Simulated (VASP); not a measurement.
Crystal: SbMo.

```
CELL_PARAMETERS angstrom
5.39666 0.00000 0.00000
0.00000 5.39666 0.00000
0.00000 0.00000 5.39666
ATOMIC_POSITIONS crystal
Sb 0.13400 0.13400 0.13400
Sb 0.36600 0.86600 0.63400
Sb 0.63400 0.36600 0.86600
Sb 0.86600 0.63400 0.36600
Mo 0.84450 0.84450 0.84450
Mo 0.65550 0.15550 0.34450
Mo 0.34450 0.65550 0.15550
Mo 0.15550 0.34450 0.65550
```

| Quantity | Value |
| --- | --- |
| Program | VASP 6.6.1 |
| Task | relaxation of cell and atoms |
| Functional | PBE |
| Potentials or basis | VASP PAW PBE potentials, release 64 (Sb, Mo_sv) |
| Cutoff | 600 eV |
| k mesh | 4 × 4 × 4 |
| Occupations | gaussian, width 0.1 eV |
| Spin | no spin polarisation |

At the start: pressure -4.4 GPa; volume 19.65 Å³/atom.

Problem. How do energy, volume and symmetry change on relaxing?

Solution. Over 15 steps the energy falls by 182.7 meV/atom and the volume is 18.85 Å³/atom (-4.1 %); space group P2_13 (No. 198, to 0.1 Å) before and after.

Step by step:
| step | energy change (eV) | largest force (eV/Å) | pressure (GPa) | volume (Å³) |
| --- | --- | --- | --- | --- |
| 1 | 0.0000 | 1.6351 | -4.35 | 157.17 |
| 2 | -0.6479 | 1.5342 | 5.78 | 145.35 |
| 3 | -0.6713 | 1.4215 | 9.24 | 142.46 |
| 4 | -0.9821 | 0.9069 | 8.31 | 142.74 |
| 5 | -1.2434 | 0.3345 | 8.10 | 143.29 |
| 6 | -1.4095 | 0.4115 | 1.08 | 148.93 |
| 7 | -1.4141 | 0.4265 | -0.23 | 150.14 |
| 8 | -1.4248 | 0.3788 | -0.19 | 150.17 |
| 9 | -1.4484 | 0.2256 | -0.04 | 150.27 |
| 10 | -1.4545 | 0.1877 | 0.46 | 150.46 |
| 11 | -1.4592 | 0.1131 | 0.22 | 150.38 |
| 12 | -1.4592 | 0.1174 | 0.23 | 150.39 |
| 13 | -1.4609 | 0.0763 | -0.16 | 150.83 |
| 14 | -1.4611 | 0.0545 | -0.37 | 151.06 |
| 15 | -1.4620 | 0.0017 | -0.02 | 150.80 |

Final structure:
```
CELL_PARAMETERS angstrom
5.32272 0.00000 0.00000
0.00000 5.32272 0.00000
0.00000 0.00000 5.32272
ATOMIC_POSITIONS crystal
Sb 0.15884 0.15884 0.15884
Sb 0.34116 0.84116 0.65884
Sb 0.65884 0.34116 0.84116
Sb 0.84116 0.65884 0.34116
Mo 0.86528 0.86528 0.86528
Mo 0.63472 0.13472 0.36528
Mo 0.36528 0.63472 0.13472
Mo 0.13472 0.36528 0.63472
```
